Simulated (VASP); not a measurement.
Crystal: I.

```
I
1.0
     3.63503   -2.39502    0.00000
     3.63503    2.39502    0.00000
     0.00000    0.00000    9.79344
I
4
Direct
  0.64930 0.35070 0.38440
  0.14930 0.85070 0.11560
  0.35070 0.64930 0.61560
  0.85070 0.14930 0.88440
```

```yaml
Program: VASP 6.6.1
Task: relaxation of cell and atoms
Functional: PBE
Potentials_or_basis: VASP PAW PBE potentials, release 64 (I)
Cutoff: 600 eV
k_mesh: 7 × 7 × 3
Occupations: fermi-dirac, width 0.05 eV
Spin: no spin polarisation
```

At the start: pressure 1.7 GPa; volume 42.63 Å³/atom.

Task: Where does the relaxation end?

Result: Over 17 steps the energy falls by 50.9 meV/atom and the volume is 51.35 Å³/atom (+20.5 %); space group Cmce (No. 64, to 0.1 Å) before and after.

The path:
| step | energy change (eV) | largest force (eV/Å) | pressure (GPa) | volume (Å³) |
| --- | --- | --- | --- | --- |
| 1 | 0.0000 | 0.8438 | 1.74 | 170.52 |
| 2 | -0.0409 | 0.2820 | -1.03 | 182.21 |
| 3 | -0.0758 | 0.1372 | -0.05 | 177.14 |
| 4 | -0.1047 | 0.1176 | -0.03 | 178.24 |
| 5 | -0.1602 | 0.0612 | 0.20 | 181.27 |
| 6 | -0.0981 | 0.3673 | 1.38 | 186.22 |
| 7 | -0.1687 | 0.0893 | 0.42 | 182.64 |
| 8 | -0.1748 | 0.1941 | -0.28 | 189.22 |
| 9 | -0.1762 | 0.1371 | -0.08 | 187.15 |
| 10 | -0.1874 | 0.1044 | -0.08 | 191.04 |
| 11 | -0.2016 | 0.0187 | -0.05 | 200.73 |
| 12 | -0.2030 | 0.0143 | -0.03 | 204.22 |
| 13 | -0.2031 | 0.0257 | -0.02 | 205.43 |
| 14 | -0.2035 | 0.0103 | 0.02 | 205.26 |
| 15 | -0.2035 | 0.0066 | 0.03 | 205.22 |
| 16 | -0.2032 | 0.0423 | -0.09 | 205.91 |
| 17 | -0.2035 | 0.0065 | -0.01 | 205.40 |

Final structure:
```
I
1.0
     4.52800   -2.31687    0.00000
     4.52800    2.31687    0.00000
     0.00000    0.00000    9.78933
I
4
Direct
  0.66019 0.33981 0.37806
  0.16019 0.83981 0.12194
  0.33981 0.66019 0.62194
  0.83981 0.16019 0.87806
```

Caveat: the volume moved by over 15 % at a fixed basis, so the end points are rough; this functional lacks dispersion, which holds the molecules together, so the pressure and a relaxed volume are unreliable.
